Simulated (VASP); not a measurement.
Write the native input for VASP 6.6.1 that does the following.

* Task: single point
* Functional: PBEsol
* Potentials or basis: VASP PAW PBE potentials, release 64 (Te, Sb, Ge_d)
* Cutoff: 520 eV
* k mesh: 7 × 7 × 2
* Occupations: fermi-dirac, width 0.05 eV
* Spin: no spin polarisation
* Dipole correction: no
* Further INCAR settings: ALGO = Normal; EDIFF = 1e-06; NBANDS = 50

The structure of GeSb4Te7 lies in POSCAR:

```
GeSb4Te7
1.0
    4.2313296351      0.0000000000      0.0000000000
   -2.1156648175      3.6644389557      0.0000000000
    0.0000000000      0.0000000000     24.3047946792
Te Sb Ge
7 4 1
Direct
    0.0000000000      0.0000000000      0.2810217100
    0.0000000000      0.0000000000      0.0000000000
    0.3333333333      0.6666666667      0.5686057000
    0.6666666667      0.3333333333      0.4313943000
    0.0000000000      0.0000000000      0.7189782900
    0.6666666667      0.3333333333      0.1502681300
    0.3333333333      0.6666666667      0.8497318700
    0.6666666667      0.3333333333      0.6502485000
    0.3333333333      0.6666666667      0.0811013800
    0.3333333333      0.6666666667      0.3497515000
    0.6666666667      0.3333333333      0.9188986200
    0.0000000000      0.0000000000      0.5000000000
```

One way to write it, as run:

INCAR

```
SYSTEM = GeSb4Te7
  ALGO = Normal
  EDIFF = 1E-6
  ENCUT = 520
  GGA = PS
  ISIF = 2
  ISMEAR = -1
  LASPH = .True.
  LCHARG = .True.
  LELF = .True.
  LREAL = .False.
  LVHAR = .True.
  LWAVE = .False.
  NBANDS = 50
  NELM = 60
  PREC = Accurate
  SIGMA = 0.05
```

KPOINTS

```
k-points
0
Gamma
  7 7 2
  0 0 0
```

Potentials or basis: VASP PAW PBE potentials, release 64 (Te, Sb, Ge_d).

Launch:

```console
$ cat potpaw_PBE.64/Te/POTCAR potpaw_PBE.64/Sb/POTCAR potpaw_PBE.64/Ge_d/POTCAR > POTCAR
$ mpirun -np 1 vasp_std > vasp.out
```

It gave:

```yaml
Pressure: 0.5 GPa
Largest_force: 0.337 eV/Å
Band_gap_on_the_k_mesh: 0.34 eV, direct
```

Caveat: the PAW data sets were made with another functional, which shifts forces and pressure a little; spin-orbit coupling is left out, which moves the levels of the heavy elements; this functional lacks dispersion, which binds the layers, so the pressure and a relaxed spacing across them are unreliable.

Wall time 8.3 min on 1 thread of Intel(R) Xeon(R) Platinum 8375C CPU @ 2.90GHz (Ice Lake), with other jobs on the host, peak memory 0.61 GiB.
